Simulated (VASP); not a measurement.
A run of VASP 6.6.1:

The input INCAR:

```
  PREC = Accurate
  ENCUT = 520
  EDIFF = 1E-7
  ISMEAR = -1
  SIGMA = 0.08
  LREAL = False
  LASPH = True
  NELM = 80
  ALGO = Normal
  ISIF = 2
  LWAVE = False
  LCHARG = False
  NBANDS = 14
```

The input KPOINTS:

```
regular mesh
0
Gamma
  12 12 12
```

File POSCAR:

```
HfSi
1.0
    0.0000000000      2.8077130658      2.8077130658
    2.8077130658      0.0000000000      2.8077130658
    2.8077130658      2.8077130658      0.0000000000
Hf Si
1 1
Direct
    0.0000000000      0.0000000000      0.0000000000
    0.2500000000      0.2500000000      0.2500000000
```

Potentials or basis: VASP PAW LDA potentials, release 64 (Hf_pv, Si).

Run with:

```bash
$ cat potpaw_LDA.64/Hf_pv/POTCAR potpaw_LDA.64/Si/POTCAR > POTCAR
$ mpirun -np 1 vasp_std > vasp.out
```

Hardware: 1 thread of AMD EPYC 7R13 Processor (Zen 3), with other jobs on the host.

Problem. How long does it take, and how much memory?

Solution. It took 44 s on 1 thread of AMD EPYC 7R13 Processor (Zen 3), on a shared host, peak memory 0.15 GiB. Counts: scf iterations 13, k points 72.
